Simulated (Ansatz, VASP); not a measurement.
## Two plane-wave programs on Si3Sn

POSCAR

```
Si3Sn
1.0
    4.0376389110      0.0000000000      0.0000000000
    0.0000000000      4.0376389110      0.0000000000
    0.0000000000      0.0000000000      5.7486205292
Si Sn
3 1
Direct
    0.5000000000      0.0000000000      0.7746010626
    0.5000000000      0.5000000000      0.0000000000
    0.0000000000      0.5000000000      0.2253989374
    0.0000000000      0.0000000000      0.5000000000
```

File INCAR.step1:

```
SYSTEM = Si3Sn
ALGO = Normal ; EDIFF = 1E-4
ENCUT = 520 ; GGA = PE
ISMEAR = 0 ; LASPH = .TRUE.
LCHARG = .FALSE. ; LREAL = .FALSE.
LWAVE = .TRUE. ; NBANDS = 21
NELM = 60 ; PREC = Accurate
SIGMA = 0.01
```

INCAR.step2

```
SYSTEM = Si3Sn
ALGO = Normal ; EDIFF = 1E-6
ENCUT = 520 ; ISIF = 2
ISMEAR = 0 ; ISTART = 1
LASPH = .TRUE. ; LCHARG = .TRUE.
LELF = .TRUE. ; LMIXTAU = .TRUE.
LREAL = .FALSE. ; LVHAR = .TRUE.
LWAVE = .FALSE. ; METAGGA = R2SCAN
NBANDS = 21 ; NELM = 60
PREC = Accurate ; SIGMA = 0.01
```

KPOINTS

```
k-points
0
G
  6 6 4
  0 0 0
```

Input for Ansatz:

```yaml
crystal:
  lattice:
    - [4.037638911, 0.0, 0.0]
    - [0.0, 4.037638911, 0.0]
    - [0.0, 0.0, 5.7486205292]
  atoms:
    - { symbol: Si, position: [0.5, 0.0, 0.7746010626] }
    - { symbol: Si, position: [0.5, 0.5, 0.0] }
    - { symbol: Si, position: [0.0, 0.5, 0.2253989374] }
    - { symbol: Sn, position: [0.0, 0.0, 0.5] }
kpoints:
  mp_grid: { grid: [6, 6, 4] }
  band_path:
    path:
      - [0.0, 0.0, 0.0]
      - [0.0, 0.5, 0.0]
      - [0.5, 0.5, 0.0]
      - [0.0, 0.0, 0.5]
      - [0.0, 0.5, 0.5]
      - [0.5, 0.5, 0.5]
    npoints: 1
hamiltonian:
  xc: r2scan
scf:
  occupations: { method: fixed }
  n_extra_bands: 5
output:
  forces: true
  stress: true
  eigenvalues: true
```

Alike in both runs: task single point; functional r2SCAN; k mesh 6 × 6 × 4; no spin polarisation.

|  | VASP | Ansatz |
| --- | --- | --- |
| version | VASP 6.6.1 | Ansatz 0.2.0 |
| potentials or method | VASP PAW PBE potentials, release 64 (Si, Sn_d) | plane waves, PAW |
| plane-wave cutoff (eV) | 520 | 500 |
| occupations | gaussian, width 0.01 eV | fixed |
| valence electrons in the cell | 26 | 26 |

|  | VASP | Ansatz | Ansatz less VASP |
| --- | --- | --- | --- |
| gap on the k mesh at the Fermi level (eV) | 0.41 | 0.40 | -0.009 |
| pressure (GPa) | -0.2 | 0.0 | +0.16 |

VASP's potentials were made for PBE, not for r2SCAN.
